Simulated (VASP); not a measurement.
PbF2:

```
CELL_PARAMETERS angstrom
0.00000 2.98027 2.98027
2.98027 0.00000 2.98027
2.98027 2.98027 0.00000
ATOMIC_POSITIONS crystal
Pb 0.00000 0.00000 0.00000
F 0.25000 0.25000 0.25000
F 0.75000 0.75000 0.75000
```

This cell differs from its parent crystal: strain +1.2%.

Base run:

| Quantity | Value |
| --- | --- |
| Program | VASP 6.6.1 |
| Functional | r2SCAN |
| Potentials or basis | VASP PAW PBE potentials, release 64 (Pb_d, F) |
| Cutoff | 660 eV |
| k mesh | 8 × 8 × 8 |
| Occupations | gaussian, width 0.01 eV |
| Spin | no spin polarisation |

Its results: band gap on the k mesh 4.94 eV (least direct gap 5.08 eV); pressure -1.6 GPa.

Problem. The run is repeated on the same cell with these changes: functional from r2SCAN to PBE; cutoff from 660 eV to 600 eV; occupations from gaussian, width 0.01 eV to fermi-dirac, width 0.02 eV. What comes out?

Solution. Band gap on the k mesh 4.42 eV (least direct gap 4.56 eV); pressure 1.2 GPa.

Caveats: spin-orbit coupling is left out, which moves the levels of the heavy elements; the PAW data sets were made with another functional, which shifts forces and pressure a little (at least some runs).

A k mesh can miss the band edges.
